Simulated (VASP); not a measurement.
# Ni (Fm-3m) in VASP: single point with PBE

Aim: the single point of Ni with PBE.

Program: VASP 6.6.1. These are calculated values, not measurements. Logs are shortened: lines on timing, memory, paths and dates and some standing lists are left out, and cuts for length are marked.

### 1 The cell of the first run

Symmetry: Fm-3m, No. 225, cubic system. Conventional cell: a = 3.523 Å, b = 3.523 Å, c = 3.523 Å, α = 90.00°, β = 90.00°, γ = 90.00°. Within 3.3 Å of Ni (site symmetry m-3m) lie 12 Ni at 2.49 Å.

### 2 Single point, PBE, collinear spin, ferromagnetic start

INCAR reads:

```
PREC     = Accurate       # precision mode
ENCUT    = 520            # plane-wave cutoff, eV
EDIFF    = 1E-6           # SCF threshold, eV
ISMEAR   = 0              # smearing method
SIGMA    = 0.1            # smearing width, eV
LREAL    = F              # projectors in reciprocal space
LASPH    = T              # aspherical terms in the spheres
NELM     = 150            # most SCF steps
ALGO     = Normal         # electronic algorithm
ISIF     = 2              # what is computed and relaxed
LWAVE    = F              # write WAVECAR
LCHARG   = F              # write CHGCAR
ISPIN    = 2              # spin polarisation
MAGMOM   = 2 2            # initial moments
LORBIT   = 11             # projections on sites
LMAXMIX  = 4              # l up to which the mixer works
GGA      = PE             # functional
NBANDS   = 21             # bands
```

KPOINTS reads:

```
Automatic mesh
0
Gamma
  7 14 14
```

POSCAR reads:

```
Ni
1.0
    0.0000000000      3.5228800000      3.5228800000
    1.7614400000      0.0000000000      1.7614400000
    1.7614400000      1.7614400000      0.0000000000
Ni
2
Direct
    0.0000000000      0.0000000000      0.0000000000
    0.5000000000      0.0000000000      0.0000000000
```

Potentials or basis: VASP PAW PBE potentials, release 64 (Ni).

Launch:

```sh
> cat potpaw_PBE.64/Ni/POTCAR > POTCAR
> mpirun -np 1 vasp_std > vasp.out
```

OUTCAR:

```text
PREC = Accurate
   ENCUT = 520
   EDIFF = 1E-6
   ISMEAR = 0
   LREAL = F
   LASPH = T
   NELM = 150
   ISIF = 2
   ISPIN = 2
   LORBIT = 11
   GGA = PE

 ion  position               nearest neighbor table
   1  0.000  0.000  0.000-   2 2.49   2 2.49   2 2.49   2 2.49   2 2.49   2 2.49
   2  0.500  0.000  0.000-   1 2.49   1 2.49   1 2.49   1 2.49   1 2.49   1 2.49

  LATTYP: Found a trigonal (rhomboedric) cell.
 ALAT       =     4.3146292125
 COS(alpha) =     0.8333333333

  Lattice vectors:

 A1 = (   1.7614400000,  -1.7614400000,  -3.5228800000)
 A2 = (   3.5228800000,  -1.7614400000,  -1.7614400000)
 A3 = (   1.7614400000,  -3.5228800000,  -1.7614400000)

Analysis of symmetry for initial positions (statically):
=====================================================================
 Subroutine PRICEL returns following result:

  LATTYP: Found a face centered cubic cell.
 ALAT       =     3.5228800000

  Lattice vectors:

 A1 = (   0.0000000000,   1.7614400000,   1.7614400000)
 A2 = (   1.7614400000,   0.0000000000,   1.7614400000)
 A3 = (   1.7614400000,   1.7614400000,   0.0000000000)

   2 primitive cells build up your supercell.

 Routine SETGRP: Setting up the symmetry group for a
 trigonal (rhombohedral) supercell.

 Subroutine GETGRP returns: Found 12 space group operations
 (whereof 12 operations were pure point group operations)
 out of a pool of 12 trial point group operations.

The static configuration has the point symmetry D_3d.

Analysis of symmetry for dynamics (positions and initial velocities):
=====================================================================
 Subroutine PRICEL returns following result:

  LATTYP: Found a face centered cubic cell.
 ALAT       =     3.5228800000

  Lattice vectors:

 A1 = (   0.0000000000,   1.7614400000,   1.7614400000)
 A2 = (   1.7614400000,   0.0000000000,   1.7614400000)
 A3 = (   1.7614400000,   1.7614400000,   0.0000000000)

   2 primitive cells build up your supercell.

 Routine SETGRP: Setting up the symmetry group for a
 trigonal (rhombohedral) supercell.

 Subroutine GETGRP returns: Found 12 space group operations
 (whereof 12 operations were pure point group operations)
 out of a pool of 12 trial point group operations.

The dynamic configuration has the point symmetry D_3d.

Analysis of structural, dynamic, and magnetic symmetry:
=====================================================================
 Subroutine PRICEL returns following result:

  LATTYP: Found a face centered cubic cell.
 ALAT       =     3.5228800000

  Lattice vectors:

 A1 = (   0.0000000000,   1.7614400000,   1.7614400000)
 A2 = (   1.7614400000,   0.0000000000,   1.7614400000)
 A3 = (   1.7614400000,   1.7614400000,   0.0000000000)

   2 primitive cells build up your supercell.

 Routine SETGRP: Setting up the symmetry group for a
 trigonal (rhombohedral) supercell.

 Subroutine GETGRP returns: Found 12 space group operations
 (whereof 12 operations were pure point group operations)
 out of a pool of 12 trial point group operations.

The overall configuration has the point symmetry D_3d.

 Subroutine INISYM returns: Found 12 space group operations
 (whereof 12 operations are pure point group operations),
 and found     2 'primitive' translations

----------------------------------------------------------------------------------------

                                     Primitive cell

  volume of cell :      10.9303

  direct lattice vectors                    reciprocal lattice vectors
     0.000000000  1.761440000  1.761440000    -0.283858661  0.283858661  0.283858661
     1.761440000  0.000000000  1.761440000     0.283858661 -0.283858661  0.283858661
     1.761440000  1.761440000  0.000000000     0.283858661  0.283858661 -0.283858661

  length of vectors
     2.491052337  2.491052337  2.491052337     0.491657623  0.491657623  0.491657623

  position of ions in fractional coordinates (direct lattice)
     0.000000000  0.000000000  0.000000000

  ion indices of the primitive-cell ions
   primitive index   ion index
                 1           1

----------------------------------------------------------------------------------------

 KPOINTS: Automatic mesh

Automatic generation of k-mesh.
 Grid dimensions read from file:
 generate k-points for:    7   14   14

 Generating k-lattice:

  Cartesian coordinates                     Fractional coordinates (reciprocal lattice)
    -0.020275619  0.020275619  0.020275619     0.142857143  0.000000000  0.000000000
     0.020275619 -0.020275619  0.020275619     0.000000000  0.071428571  0.000000000
     0.020275619  0.020275619 -0.020275619     0.000000000  0.000000000  0.071428571

  Length of vectors
     0.035118402  0.035118402  0.035118402

  Shift w.r.t. Gamma in fractional coordinates (k-lattice)
     0.000000000  0.000000000  0.000000000

 -----------------------------------------------------------------------------
|                                                                             |
|           W    W    AA    RRRRR   N    N  II  N    N   GGGG   !!!           |
|           W    W   A  A   R    R  NN   N  II  NN   N  G    G  !!!           |
|           W    W  A    A  R    R  N N  N  II  N N  N  G       !!!           |
|           W WW W  AAAAAA  RRRRR   N  N N  II  N  N N  G  GGG   !            |
|           WW  WW  A    A  R   R   N   NN  II  N   NN  G    G                |
|           W    W  A    A  R    R  N    N  II  N    N   GGGG   !!!           |
|                                                                             |
|     Your reciprocal lattice and k-lattice belong to different lattice       |
|     classes:                                                                |
|                                                                             |
|        The reciprocal lattice is rhombohedral (trigonal),                   |
|        whereas your k-lattice is body-centered cubic.                       |
|                                                                             |
|     Results are often still useful ...                                      |
|                                                                             |
 -----------------------------------------------------------------------------

 Subroutine IBZKPT returns following result:
 ===========================================

 Found    144 irreducible k-points:

 Following reciprocal coordinates:
            Coordinates               Weight
  0.000000  0.000000  0.000000      1.000000
  0.142857  0.000000  0.000000      2.000000
  0.285714  0.000000  0.000000      2.000000
  0.428571  0.000000  0.000000      2.000000
  0.000000  0.071429  0.000000      6.000000
  0.142857  0.071429  0.000000      6.000000
[... 16 lines left out ...]
 -0.428571  0.214286  0.000000      6.000000
 -0.285714  0.214286  0.000000      6.000000
 [... further k-points ...]
   k-points           NKPTS =    144   k-points in BZ     NKDIM =    144   number of bands    NBANDS=     21
   number of dos      NEDOS =    301   number of ions     NIONS =      2
   total plane-waves  NPLWV =  16000
   dimension x,y,z NGX =    40 NGY =   20 NGZ =   20
   dimension x,y,z NGXF=    80 NGYF=   40 NGZF=   40
   ions per type =               2
   NGX,Y,Z   is equivalent  to a cutoff of  13.35, 13.35, 13.35 a.u.
   NGXF,Y,Z  is equivalent  to a cutoff of  26.69, 26.69, 26.69 a.u.
 SYSTEM =  unknown system
   PREC   = accura    normal or accurate (medium, high low for compatibility)
   ISTART =      0    job   : 0-new  1-cont  2-samecut
   ICHARG =      2    charge: 1-file 2-atom 10-const
   ISPIN  =      2    spin polarized calculation?
   LNONCOLLINEAR =      F non collinear calculations
   LSORBIT =      F    spin-orbit coupling
   LASPH  =      T    aspherical Exc in radial PAW
   ENCUT  =  520.0 eV  38.22 Ry    6.18 a.u.   9.26  4.63  4.63*2*pi/ulx,y,z
   NELM   =    150;   NELMIN=  2; NELMDL= -5     # of ELM steps
   EDIFF  = 0.1E-05   stopping-criterion for ELM
   LREAL  =      F    real-space projection
   EDIFFG = 0.1E-04   stopping-criterion for IOM
   NSW    =      0    number of steps for IOM
   IBRION =     -1    ionic relax: 0-MD 1-quasi-New 2-CG
   NFREE  =      0    steps in history (QN), initial steepest desc. (CG)
   ISIF   =      2    stress and relaxation
   ISYM   =      2    0-nonsym 1-usesym 2-fastsym
   POTIM  = 0.5000    time-step for ionic-motion
   TEBEG  =    0.0;   TEEND  =   0.0 temperature during run
   PSTRESS=    0.0 pullay stress
   NELECT =      20.0000    total number of electrons
   NUPDOWN=      -1.0000    fix difference up-down
   EMIN   =  10.00;   EMAX   =-10.00  energy-range for DOS
   EFERMI =   0.00;   METHOD = LEGACY
   ISMEAR =     0;   SIGMA  =   0.10  broadening in eV -4-tet -1-fermi 0-gaus
   EFERMI_NEDOS =   21; number of points for ismear=-14 and -15
   IALGO  =     38    algorithm
   IMIX   =      4    mixing-type and parameters
     AMIX     =   0.40;   BMIX     =  1.00
     AMIX_MAG =   1.60;   BMIX_MAG =  1.00
  volume/ion in A,a.u.               =      10.93        73.76
  Fermi-wavevector in a.u.,A,eV,Ry     =   1.589267  3.003280 34.365199  2.525771
  Thomas-Fermi vector in A             =   2.688143
   LORBIT       =     11    0 simple, 1 ext, 2 COOP (PROOUT), +10 PAW based schemes
   GGA     = PE    functional components
   LHFCALC =     F    Hartree Fock is set to
   AEXX    =    0.0000 exact exchange contribution
   IVDW    =     0    specifies the selected vdW correction
   LEPSILON=     F    determine dielectric tensor
   LRPA    =     F    only Hartree local field effects (RPA)
 spin polarized calculation
 Gauss-broadening in eV      SIGMA  =   0.10
  energy-cutoff  :      520.00
  volume of cell :       21.86
 maximum number of plane-waves:       604
 NGX is ok and might be reduce to    40
   NGX = 19   NGY =  9   NGZ =  9

 number of electron      20.0000019 magnetization       1.1852980

 Free energy of the ion-electron system (eV)
  ---------------------------------------------------
  ext. energy  EPLUGINS =         0.00000000
  ---------------------------------------------------
  free energy    TOTEN  =       -10.94329460 eV

  energy without entropy =      -10.92294761  energy(sigma->0) =      -10.93312110

 E-fermi :   9.3089     XC(G=0): -13.2280

 val. band max:        9.3087837954   @ k =  -0.2857   0.4286   0.1429
 cond. band min:       9.3167655196   @ k =   0.1429  -0.3571   0.2857
 fundamental gap:      0.0079817242
 Fermi energy:         9.3089468059

 spin component 1

 k-point     1 :       0.0000    0.0000    0.0000
  band No.  band energies     occupation
      1       0.3369      1.00000
      2       4.5140      1.00000
      3       6.9072      1.00000
      4       6.9072      1.00000
      5       6.9072      1.00000
      6       6.9259      1.00000
[... 550 lines left out ...]
      5       7.0423      1.00000
      6       7.0670      1.00000
[... 13 lines left out ...]
     20      36.4893      0.00000
     21      37.3614      0.00000

 [... further k-points ...]

 spin component 2

 k-point     1 :       0.0000    0.0000    0.0000
  band No.  band energies     occupation
      1       0.2939      1.00000
      2       4.9226      1.00000
      3       7.5118      1.00000
      4       7.5118      1.00000
      5       7.6271      1.00000
      6       7.6271      1.00000
[... 550 lines left out ...]
      5       7.6021      1.00000
      6       7.6426      1.00000
[... 13 lines left out ...]
     20      36.5415      0.00000
     21      37.4544      0.00000

 [... further k-points ...]

------------------------ aborting loop because EDIFF is reached ----------------------------------------

  FORCE on cell =-STRESS in cart. coord.  units (eV):
  Direction    XX          YY          ZZ          XY          YZ          ZX
  --------------------------------------------------------------------------------------
  -------------------------------------------------------------------------------------
  Total       -0.1259248     -0.1259248     -0.1259248      0.0000068     -0.0000068      0.0000068
  in kB       -9.2290802     -9.2290802     -9.2290802      0.0004974     -0.0004974      0.0004974
  external PRESSURE =      -9.2290802 kB  Pullay stress =       0.0000000 kB

 VOLUME and BASIS-vectors are now :
 -----------------------------------------------------------------------------
  energy-cutoff  :      520.00
  volume of cell :       21.86
      direct lattice vectors                 reciprocal lattice vectors
     0.000000000  3.522880000  3.522880000    -0.141929331  0.141929331  0.141929331
     1.761440000  0.000000000  1.761440000     0.283858661 -0.283858661  0.283858661
     1.761440000  1.761440000  0.000000000     0.283858661  0.283858661 -0.283858661

 POSITION                                       TOTAL-FORCE (eV/Angst)
 -----------------------------------------------------------------------------------
      0.00000      0.00000      0.00000        -0.000000      0.000000      0.000000
      0.00000      1.76144      1.76144         0.000000     -0.000000     -0.000000
 -----------------------------------------------------------------------------------
    total drift:                               -0.000000     -0.000000     -0.000000

  FREE ENERGIE OF THE ION-ELECTRON SYSTEM (eV)
  ---------------------------------------------------
  free  energy   TOTEN  =       -10.9432945999 eV

  energy  without entropy=      -10.9229476070  energy(sigma->0) =      -10.93312110

 total charge

# of ion       s       p       d       tot
------------------------------------------
    1        0.495   0.493   8.314   9.302
    2        0.495   0.493   8.314   9.302
--------------------------------------------------
tot          0.989   0.987  16.627  18.604

 magnetization (x)

# of ion       s       p       d       tot
------------------------------------------
    1       -0.008  -0.026   0.639   0.606
    2       -0.008  -0.026   0.639   0.606
--------------------------------------------------
tot         -0.015  -0.052   1.279   1.211
```

Run time: 88 s. Hardware: 1 thread of Intel Xeon Platinum 8259CL at 2.50GHz (Skylake/Cascade Lake), shared host; peak memory 0.22 GiB.

Results:

| Property | Result |
| --- | --- |
| Free energy | -10.9433 eV |
| Pressure | -0.9 GPa |
| Net moment | 1.19 μB per cell |
| Site moments | Ni +0.61 μB |
| Valence electrons inside the program's atomic spheres | Ni 9.30 |

Levels at points of the mesh, in eV from the Fermi level:
Spin up:
```
           k point  band 7  band 8  band 9  band 10  band 11  band 12  band 13  band 14  band 15  band 16
(0.00, 0.00, 0.00)   -2.38   -1.23   -1.23    -0.58    -0.58    -0.28     5.64    22.18    23.69    24.60
(0.00, 0.50, 0.00)   -0.58   -0.53   -0.45    -0.45    -0.28     2.45     5.64     9.19    14.79    14.79
```
Spin down:
```tsv
k point	band 7	band 8	band 9	band 10	band 11	band 12
(0.00, 0.00, 0.00)	-1.68	-0.68	-0.68	-0.35	0.14	0.14
(0.00, 0.50, 0.00)	0.05	0.14	0.14	0.37	0.37	2.40
```
